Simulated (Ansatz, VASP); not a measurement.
**CoO: VASP beside Ansatz**

```
Co O
1.0
     0.00000    2.13858    2.13858
     2.13858    0.00000    2.13858
     2.13858    2.13858    0.00000
Co O
1 1
Cartesian
  0.0000 0.0000 0.0000
  2.1386 2.1386 2.1386
```

Change from the starting cell: volume scaled by 1.01, crystal datasets.

Alike in both runs: task electric field gradients; functional PBEsol; k mesh 16 × 16 × 16; occupations fermi-dirac, width 0.05 eV; collinear spin.

```csv
,VASP,Ansatz
version,VASP 6.6.1,Ansatz 0.2.0
potentials or method,"VASP PAW PBE potentials, release 64 (Co, O), cutoff 520 eV","all-electron PAW with datasets made for the crystal, scalar-relativistic"
```

```csv
,VASP,Ansatz,Ansatz less VASP
pressure (GPa),-12.7,-12.3,+0.41
net moment per atom (μB),1.48,1.49,+0.007
size of the moment on the site where the two differ most (μB),2.58,2.52,-0.063
```

VASP's potentials were made for PBE, not for PBEsol. Site moments also hang on the region over which each program counts them. Ansatz ran all-electron here, and VASP with PAW potentials.
